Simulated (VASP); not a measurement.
# N (P-3m1) in VASP: a series of runs

Runs on N. Level: PBE+D3(BJ). Tasks: single point.

Program: VASP 6.6.1. These are calculated values, not measurements. Logs are shortened: lines on timing, memory, paths and dates and some standing lists are left out, and cuts for length are marked.

## (1) The cell of the first run

The structure is trigonal, space group P-3m1 (No. 164). Conventional cell: a = 3.817 Å, b = 3.817 Å, c = 15.829 Å, α = 90.00°, β = 90.00°, γ = 120.00°. Within 1.5 Å of N (site symmetry 3m) lie 1 N at 1.10 Å. Within 1.5 Å of N (site symmetry 3m) lie 1 N at 1.10 Å. Within 1.5 Å of N (site symmetry 3m) lie 1 N at 1.10 Å. N (site symmetry 3m) has 1 N at 1.10 Å within 1.5 Å.

## (2) Single point, PBE+D3(BJ)

The input, INCAR:

```
SYSTEM = N
  PREC = Accurate
  ENCUT = 520
  EDIFF = 1E-6
  ISMEAR = 0
  SIGMA = 0.05
  LREAL = .False.
  LASPH = .True.
  NELM = 80
  ALGO = Normal
  ISIF = 2
  LWAVE = .False.
  LCHARG = .False.
  GGA = PE
  IVDW = 12
  NBANDS = 30
```

The input, KPOINTS:

```
regular mesh
0
Gamma
  7 7 2
  0 0 0
```

The input, POSCAR:

```
N
1.0
   -3.8165516810      0.0000000000      0.0000000000
   -1.9082758405     -3.3052307106      0.0000000000
    0.0000000000      0.0000000000     15.8290392674
N
8
Direct
    0.3333333333      0.3333333333      0.8545356408
    0.3333333333      0.3333333333      0.3861231548
    0.3333333333      0.3333333333      0.7849080601
    0.3333333333      0.3333333333      0.3164955741
    0.6666666667      0.6666666667      0.1519169119
    0.6666666667      0.6666666667      0.6203293978
    0.6666666667      0.6666666667      0.0822893311
    0.6666666667      0.6666666667      0.5507018171
```

Potentials or basis: VASP PAW PBE potentials, release 64 (N).

The run is started by

```
$ cat potpaw_PBE.64/N/POTCAR > POTCAR
$ mpirun -np 1 vasp_std > vasp.out
```

OUTCAR:

```text
SYSTEM = N
   PREC = Accurate
   ENCUT = 520
   EDIFF = 1E-6
   ISMEAR = 0
   LREAL = .False.
   LASPH = .True.
   NELM = 80
   ISIF = 2
   GGA = PE
   IVDW = 12
 IVDW          = 12

 ion  position               nearest neighbor table
   1  0.333  0.333  0.855-   3 1.10
   2  0.333  0.333  0.386-   4 1.10
   3  0.333  0.333  0.785-   1 1.10
   4  0.333  0.333  0.316-   2 1.10
   5  0.667  0.667  0.152-   7 1.10
   6  0.667  0.667  0.620-   8 1.10
   7  0.667  0.667  0.082-   5 1.10
   8  0.667  0.667  0.551-   6 1.10

  LATTYP: Found a hexagonal cell.
 ALAT       =     3.8165516810
 C/A-ratio  =     4.1474714849

  Lattice vectors:

 A1 = (   1.9082758405,   3.3052307106,   0.0000000000)
 A2 = (  -3.8165516810,   0.0000000000,   0.0000000000)
 A3 = (   0.0000000000,   0.0000000000,  15.8290392674)

Analysis of symmetry for initial positions (statically):
=====================================================================
 Subroutine PRICEL returns:
 Original cell was already a primitive cell.

 Routine SETGRP: Setting up the symmetry group for a
 hexagonal supercell.

 Subroutine GETGRP returns: Found 12 space group operations
 (whereof  6 operations were pure point group operations)
 out of a pool of 24 trial point group operations.

The static configuration has the point symmetry C_3v.
 The point group associated with its full space group is D_3d.

Analysis of symmetry for dynamics (positions and initial velocities):
=====================================================================
 Subroutine PRICEL returns:
 Original cell was already a primitive cell.

 Routine SETGRP: Setting up the symmetry group for a
 hexagonal supercell.

 Subroutine GETGRP returns: Found 12 space group operations
 (whereof  6 operations were pure point group operations)
 out of a pool of 24 trial point group operations.

The dynamic configuration has the point symmetry C_3v.
 The point group associated with its full space group is D_3d.

 Subroutine INISYM returns: Found 12 space group operations
 (whereof  6 operations are pure point group operations),
 and found     1 'primitive' translations
[... 95 lines left out ...]
   LASPH  =      T    aspherical Exc in radial PAW
   ENCUT  =  520.0 eV  38.22 Ry    6.18 a.u.   7.10  7.10 29.43*2*pi/ulx,y,z
   NELM   =     80;   NELMIN=  2; NELMDL= -5     # of ELM steps
   EDIFF  = 0.1E-05   stopping-criterion for ELM
   LREAL  =      F    real-space projection
   EDIFFG = 0.1E-04   stopping-criterion for IOM
   NSW    =      0    number of steps for IOM
   IBRION =     -1    ionic relax: 0-MD 1-quasi-New 2-CG
   NFREE  =      0    steps in history (QN), initial steepest desc. (CG)
   ISIF   =      2    stress and relaxation
   ISYM   =      2    0-nonsym 1-usesym 2-fastsym
   POTIM  = 0.5000    time-step for ionic-motion
   TEBEG  =    0.0;   TEEND  =   0.0 temperature during run
   PSTRESS=    0.0 pullay stress
   NELECT =      40.0000    total number of electrons
   NUPDOWN=      -1.0000    fix difference up-down
   EMIN   =  10.00;   EMAX   =-10.00  energy-range for DOS
   EFERMI =   0.00;   METHOD = LEGACY
   ISMEAR =     0;   SIGMA  =   0.05  broadening in eV -4-tet -1-fermi 0-gaus
   EFERMI_NEDOS =   21; number of points for ismear=-14 and -15
   IALGO  =     38    algorithm
   IMIX   =      4    mixing-type and parameters
     AMIX     =   0.40;   BMIX     =  1.00
     AMIX_MAG =   1.60;   BMIX_MAG =  1.00
  volume/ion in A,a.u.               =      24.96       168.44
  Fermi-wavevector in a.u.,A,eV,Ry     =   0.957897  1.810164 12.484263  0.917567
  Thomas-Fermi vector in A             =   2.086956
   LORBIT       =      0    0 simple, 1 ext, 2 COOP (PROOUT), +10 PAW based schemes
   GGA     = PE    functional components
   LHFCALC =     F    Hartree Fock is set to
   AEXX    =    0.0000 exact exchange contribution
   IVDW    =    12    specifies the selected vdW correction
   LEPSILON=     F    determine dielectric tensor
   LRPA    =     F    only Hartree local field effects (RPA)
 non-spin polarized calculation
 Gauss-broadening in eV      SIGMA  =   0.05
  energy-cutoff  :      520.00
  volume of cell :      199.68
 maximum number of plane-waves:      5404
   NGX = 15   NGY = 15   NGZ = 59

 number of electron      39.9999998 magnetization

 Free energy of the ion-electron system (eV)
  ---------------------------------------------------
  ext. energy  EPLUGINS =         0.00000000
  ---------------------------------------------------
  free energy    TOTEN  =       -66.57093804 eV

  energy without entropy =      -66.57093804  energy(sigma->0) =      -66.57093804

 E-fermi :  -6.4868     XC(G=0):  -6.0720

 val. band max:       -6.7624292004   @ k =   0.1429   0.0000   0.0000
 cond. band min:       0.4450552612   @ k =  -0.4286   0.1429   0.0000
 fundamental gap:      7.2074844616
 Fermi energy:        -6.4868424282

 k-point     1 :       0.0000    0.0000    0.0000
  band No.  band energies     occupation
      1     -25.2713      2.00000
      2     -25.2657      2.00000
      3     -25.2598      2.00000
      4     -25.2543      2.00000
      5     -10.7664      2.00000
      6     -10.5655      2.00000
[... 517 lines left out ...]
     29       5.6383      0.00000
     30       5.7288      0.00000

------------------------ aborting loop because EDIFF is reached ----------------------------------------

 Edisp (eV)   -0.38661

 E8    (eV) :    -0.0904

  FORCE on cell =-STRESS in cart. coord.  units (eV):
  Direction    XX          YY          ZZ          XY          YZ          ZX
  --------------------------------------------------------------------------------------
  -------------------------------------------------------------------------------------
  Total      -0.27353    -0.27353     7.28391    -0.00000     0.00000     0.00000
  in kB      -2.19474    -2.19474    58.44501    -0.00000     0.00000     0.00000
  external pressure =       18.02 kB  Pullay stress =        0.00 kB

 VOLUME and BASIS-vectors are now :
 -----------------------------------------------------------------------------
  energy-cutoff  :      520.00
  volume of cell :      199.68
      direct lattice vectors                 reciprocal lattice vectors
    -3.816551681  0.000000000  0.000000000    -0.262016627  0.151275370  0.000000000
    -1.908275840 -3.305230711  0.000000000     0.000000000 -0.302550741  0.000000000
     0.000000000  0.000000000 15.829039267     0.000000000  0.000000000  0.063175028

 POSITION                                       TOTAL-FORCE (eV/Angst)
 -----------------------------------------------------------------------------------
     -1.90828     -1.10174     13.52648        -0.000000      0.000000      1.771111
     -1.90828     -1.10174      6.11196         0.000000      0.000000      1.738224
     -1.90828     -1.10174     12.42434        -0.000000     -0.000000     -1.742749
     -1.90828     -1.10174      5.00982        -0.000000      0.000000     -1.738453
     -3.81655     -2.20349      2.40470         0.000000      0.000000      1.742749
     -3.81655     -2.20349      9.81922         0.000000      0.000000      1.738453
     -3.81655     -2.20349      1.30256         0.000000     -0.000000     -1.771111
     -3.81655     -2.20349      8.71708        -0.000000     -0.000000     -1.738224
 -----------------------------------------------------------------------------------
    total drift:                                0.000000      0.000000      0.000021

  FREE ENERGIE OF THE ION-ELECTRON SYSTEM (eV)
  ---------------------------------------------------
  free  energy   TOTEN  =       -66.9575529787 eV

  energy  without entropy=      -66.9575529787  energy(sigma->0) =      -66.95755298
```

It took 48 s on 1 thread of Intel Xeon 6975P-C (Granite Rapids), shared host; peak memory 0.32 GiB.

Results:

```
Free energy                : -66.9576 eV
Pressure                   : 1.8 GPa
Largest force              : 1.771 eV/Å
Band gap on the k mesh     : 7.21 eV, indirect (least direct gap 7.28 eV)
Dispersion energy per atom : -0.048 eV
```

Forces in eV/Å, atoms in the order of the input:
```
N    0.000  0.000  1.771
N    0.000  0.000  1.738
N    0.000  0.000 -1.743
N    0.000  0.000 -1.738
N    0.000  0.000  1.743
N    0.000  0.000  1.738
N    0.000  0.000 -1.771
N    0.000  0.000 -1.738
```

Stress tensor (GPa, compression positive):
```
-0.22  0.00  0.00
 0.00 -0.22  0.00
 0.00  0.00  5.84
```

Caveat: the standard files for N, O and F lose accuracy on very short bonds; forces of over 1 eV/Å act on the atoms, so gaps and moduli don't describe the material at rest.

## (3) Single point, PBE+D3(BJ)

This run uses another cell than the first one, of 25.75 Å³/atom, 1.032 times its volume.

The input, INCAR:

```
ALGO     = Normal         # electronic algorithm
EDIFF    = 1E-6           # SCF threshold, eV
ENCUT    = 520            # plane-wave cutoff, eV
GGA      = PE             # functional
ISIF     = 2              # what is computed and relaxed
ISMEAR   = 0              # smearing method
IVDW     = 12             # dispersion correction
LASPH    = T              # aspherical terms in the spheres
LCHARG   = F              # write CHGCAR
LREAL    = F              # projectors in reciprocal space
LWAVE    = F              # write WAVECAR
NBANDS   = 30             # bands
NELM     = 80             # most SCF steps
PREC     = Accurate       # precision mode
SIGMA    = 0.05           # smearing width, eV
```

The input, KPOINTS:

```
k-points
0
Gamma
  7 7 2
```

The input, POSCAR:

```
N
1.0
   -3.8165516810      0.0000000000      0.0000000000
   -1.9082758405     -3.3052307106      0.0000000000
    0.0000000000      0.0000000000     16.3290392674
N
8
Direct
    0.3333333333      0.3333333333      0.8283695074
    0.3333333333      0.3333333333      0.3742999499
    0.3333333333      0.3333333333      0.7608739437
    0.3333333333      0.3333333333      0.3068043862
    0.6666666667      0.6666666667      0.1472651712
    0.6666666667      0.6666666667      0.6013347287
    0.6666666667      0.6666666667      0.0797696075
    0.6666666667      0.6666666667      0.5338391650
```

Potentials or basis: VASP PAW PBE potentials, release 64 (N).

The run is started by

```
$ cat potpaw_PBE.64/N/POTCAR > POTCAR
$ mpirun -np 1 vasp_std > vasp.out
```

It took 46 s on 1 thread of Intel Xeon 6975P-C (Granite Rapids), shared host; peak memory 0.33 GiB.

The run converged. Its results:

```
Free energy                : -66.9475 eV
Pressure                   : 1.8 GPa
Largest force              : 1.764 eV/Å
Band gap on the k mesh     : 7.23 eV, indirect (least direct gap 7.29 eV)
Dispersion energy per atom : -0.047 eV
```

Forces on the atoms (eV/Å):
```
N    0.000  0.000  1.764
N    0.000  0.000  1.740
N    0.000  0.000 -1.746
N    0.000  0.000 -1.739
N    0.000  0.000  1.746
N    0.000  0.000  1.739
N    0.000  0.000 -1.764
N    0.000  0.000 -1.740
```

Stress tensor (GPa, compression positive):
```
-0.21  0.00  0.00
 0.00 -0.21  0.00
 0.00  0.00  5.69
```

Levels at points of the mesh, in eV from the valence-band top:
```
           k point  band 16  band 17  band 18  band 19  band 20  band 21  band 22  band 23  band 24  band 25
(0.00, 0.00, 0.00)    -1.47    -0.94    -0.60    -0.31    -0.01     8.19     8.19     8.28     8.28     8.38
(0.00, 0.00, 0.50)    -1.47    -0.91    -0.66    -0.26    -0.03     8.19     8.19     8.27     8.27     8.38
```

Caveat: the standard files for N, O and F lose accuracy on very short bonds; forces of over 1 eV/Å act on the atoms, so gaps and moduli don't describe the material at rest. A k mesh can miss the band edges.
